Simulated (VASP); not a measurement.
A run of VASP 6.6.1 is set up as follows.

File INCAR:

```
ALGO = Normal
EDIFF = 1E-7
ENCUT = 520
ISIF = 2
ISMEAR = -1
LASPH = True
LCHARG = True
LELF = True
LREAL = False
LVHAR = True
LWAVE = False
NBANDS = 19
NELM = 60
PREC = Accurate
SIGMA = 0.08
```

Contents of KPOINTS:

```
k-points
0
Gamma
  12 12 12
```

File POSCAR:

```
Zr
1.0
    0.0000000000      2.5227812419      2.5227812419
    2.5227812419      0.0000000000      2.5227812419
    2.5227812419      2.5227812419      0.0000000000
Zr
2
Direct
   -0.1250000000     -0.1250000000     -0.1250000000
    0.1250000000      0.1250000000      0.1250000000
```

Potentials or basis: VASP PAW LDA potentials, release 64 (Zr_sv).

Launch:

```console
$ cat potpaw_LDA.64/Zr_sv/POTCAR > POTCAR
$ mpirun -np 1 vasp_std > vasp.out
```

(1) Estimate the pressure.

(2) Predict the band gap on the k mesh.

Answers

(1) 84.3 GPa.

(2) zero (band 12 reaches 15.08 eV, above the bottom of band 13 at 12.10 eV).
